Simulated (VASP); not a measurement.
Set up this calculation in VASP 6.6.1, as the native input.

```
Task                   : single point
Functional             : PBE
Potentials or basis    : VASP PAW PBE potentials, release 64 (Hf_pv, O)
Cutoff                 : 520 eV
k mesh                 : 8 × 8 × 8
Occupations            : fermi-dirac, width 0.02 eV
Spin                   : no spin polarisation
Dipole correction      : no
Further INCAR settings : ALGO = Normal; EDIFF = 1e-06; NBANDS = 18
```

The structure of HfO2 lies in POSCAR:

```
HfO2
1.0
    0.0000000000      2.4995908849      2.4995908849
    2.4995908849      0.0000000000      2.4995908849
    2.4995908849      2.4995908849      0.0000000000
Hf O
1 2
Direct
    0.0000000000      0.0000000000      0.0000000000
    0.2500000000      0.2500000000      0.2500000000
    0.7500000000      0.7500000000      0.7500000000
```

This cell differs from its parent crystal: strain -1.2%.

These files were run (other wordings do the same):

INCAR

```
PREC     = Accurate       # precision mode
ENCUT    = 520            # plane-wave cutoff, eV
EDIFF    = 1E-6           # SCF threshold, eV
ISMEAR   = -1             # smearing method
SIGMA    = 0.02           # smearing width, eV
LREAL    = False          # projectors in reciprocal space
LASPH    = True           # aspherical terms in the spheres
NELM     = 80             # most SCF steps
ALGO     = Normal         # electronic algorithm
ISIF     = 2              # what is computed and relaxed
LWAVE    = False          # write WAVECAR
LCHARG   = False          # write CHGCAR
GGA      = PE             # functional
NBANDS   = 18             # bands
```

KPOINTS

```
Automatic mesh
0
Gamma
  8 8 8
```

Potentials or basis: VASP PAW PBE potentials, release 64 (Hf_pv, O).

The run is started by

```sh
$ cat potpaw_PBE.64/Hf_pv/POTCAR potpaw_PBE.64/O/POTCAR > POTCAR
$ mpirun -np 1 vasp_std > vasp.out
```

Results of the run:

```
Pressure               : 12.1 GPa
Band gap on the k mesh : 3.92 eV, direct
```

Caveat: the cell differs from its parent crystal (strain -1.2%); spin-orbit coupling is left out, which moves the levels of the heavy elements.

It took 16 s on 1 thread of Intel(R) Xeon(R) Platinum 8259CL CPU @ 2.50GHz (Skylake/Cascade Lake), on a shared host, peak memory 0.16 GiB.
